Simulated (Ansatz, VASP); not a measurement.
# One calculation of NaMg2Si2, two programs

INCAR

```
PREC = Accurate
ENCUT = 520
EDIFF = 1E-6
ISMEAR = 0
SIGMA = 0.1
LREAL = False
LASPH = True
NELM = 80
ALGO = Normal
ISIF = 2
LWAVE = False
LCHARG = True
GGA = PE
LELF = True
LVHAR = True
NBANDS = 18
```

KPOINTS

```
regular mesh
0
Gamma
  6 6 4
```

Contents of POSCAR:

```
NaMg2Si2
1.0
    4.8184381900      0.0000000000      0.0000000000
   -2.4092191000      4.1728898800      0.0000000000
    0.0000000000      0.0000000000      4.5525902200
Na Mg Si
1 2 2
Direct
    0.0000000000      0.0000000000      0.5000000000
    0.3333333300      0.6666666700      0.5000000000
    0.6666666700      0.3333333300      0.5000000000
    0.3333333300      0.6666666700      0.0000000000
    0.6666666700      0.3333333300      0.0000000000
```

Input for Ansatz:

```yaml
crystal:
  lattice:
    - [4.81843819, 0.0, 0.0]
    - [-2.4092191, 4.17288988, 0.0]
    - [0.0, 0.0, 4.55259022]
  atoms:
    - { symbol: Na, position: [0.0, 0.0, 0.5] }
    - { symbol: Mg, position: [0.33333333, 0.66666667, 0.5] }
    - { symbol: Mg, position: [0.66666667, 0.33333333, 0.5] }
    - { symbol: Si, position: [0.33333333, 0.66666667, 0.0] }
    - { symbol: Si, position: [0.66666667, 0.33333333, 0.0] }
basis:
  ecutwfc: 420
kpoints:
  mp_grid: { grid: [6, 6, 4] }
hamiltonian:
  xc: pbe
scf:
  occupations: { method: gaussian, width: 0.1 }
  lower_state_search: "off"
output:
  forces: true
  stress: true
  eigenvalues: true
```

Alike in both runs: task single point; functional PBE; k mesh 6 × 6 × 4; occupations gaussian, width 0.1 eV; no spin polarisation.

|  | VASP | Ansatz |
| --- | --- | --- |
| version | VASP 6.6.1 | Ansatz 0.2.0 |
| potentials or method | VASP PAW PBE potentials, release 64 (Na_pv, Mg, Si), cutoff 520 eV | scalar-relativistic, plane waves, PAW |
| valence electrons in the cell | 19 | 37 |

```csv
,VASP,Ansatz,Ansatz less VASP
gap on the k mesh at the Fermi level (eV),none,none,-
pressure (GPa),21.2,21.0,-0.16
"traceless stress, the component that is largest in VASP (GPa)",17.74,17.53,-0.210
```

A gap of «none» marks a metal or a gap that the smearing closes. With one functional, cell and mesh, what is left measures potentials, basis and numerics. VASP's potentials hold 19 valence electrons a cell and Ansatz's 37, so a difference there can come from the potentials and not from the codes.
